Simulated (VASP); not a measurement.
Runs of VASP 6.6.1 on As. The structure is that of space group R-3m (No. 166), or close to it. The cells are those of the table. 

```tsv
task	cell	gap on the mesh (eV)	pressure (GPa)	largest force (eV/Å)
single point	a = 4.328 Å, angles 51.9°, 2 atoms	none	-2.7	0.06
electric field gradients	a = 4.256 Å, angles 51.9°, 2 atoms	none	0.8	0.44
single point	a = 4.219 Å, angles 51.9°, 2 atoms	none	(a)	0.66
electric field gradients	a = 4.292 Å, angles 51.9°, 2 atoms	none	-1.0	0.24
single point	a = 4.256 Å, angles 51.9°, 2 atoms	none	0.8	0.44
```

Alike in all rows: level PBEsol; potentials or basis VASP PAW PBE potentials, release 64 (As); no spin polarisation; k mesh 12 × 12 × 12; cutoff (eV) 520; smearing fermi-dirac 0.05 eV.

**Question.** Fill in the values left out.

**Answer.** (a) 3.0.

Caveats: the PAW data sets were made with another functional, which shifts forces and pressure a little.

A k mesh can miss the band edges, and the runs leave out spin-orbit coupling on As.

A gap of «none» marks levels without a gap at the run's occupations.
